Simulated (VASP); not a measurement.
Here is a VASP 6.6.1 calculation.

INCAR

```
SYSTEM = Ni
  ALGO = Normal
  EDIFF = 1E-6
  EDIFFG = -0.005
  ENCUT = 600
  GGA = PS
  IBRION = 2
  ISIF = 3
  ISMEAR = 0
  ISPIN = 2
  LASPH = .TRUE.
  LCHARG = .FALSE.
  LMAXMIX = 4
  LORBIT = 11
  LREAL = .FALSE.
  LWAVE = .FALSE.
  MAGMOM = 0.81 0.81
  NELM = 150
  NSW = 100
  PREC = Accurate
  SIGMA = 0.1
```

The input KPOINTS:

```
k-points
0
G
  18 18 10
  0 0 0
```

Contents of POSCAR:

```
Ni
1.0
    2.4491677599      0.0000000000      0.0000000000
   -1.2245838800      2.1210414982      0.0000000000
    0.0000000000      0.0000000000      4.0151323503
Ni
2
Direct
    0.0000000000      0.0000000000      0.0000000000
    0.3333333333      0.6666666667      0.5000000000
```

Potentials or basis: VASP PAW PBE potentials, release 64 (Ni).

Run with:

```sh
$ cat potpaw_PBE.64/Ni/POTCAR > POTCAR
$ mpirun -np 1 vasp_std > vasp.out
```

Task: Estimate the site moments.

Result: Ni +0.61 μB.

Task: What does it give for the relaxed cell?

Result: a = 2.444 Å, b = 2.444 Å, c = 4.021 Å, α = 90.00°, β = 90.00°, γ = 120.00°.

Task: Predict the net moment.

Result: 1.21 μB per cell.

Final structure:
```xyz
2
Lattice="2.4440 0.0000 0.0000 -1.2220 2.1166 0.0000 0.0000 0.0000 4.0210" Properties=species:S:1:pos:R:3 pbc="T T T"
Ni    2.4440    0.0000    0.0000
Ni    0.0000    1.4110    2.0105
```
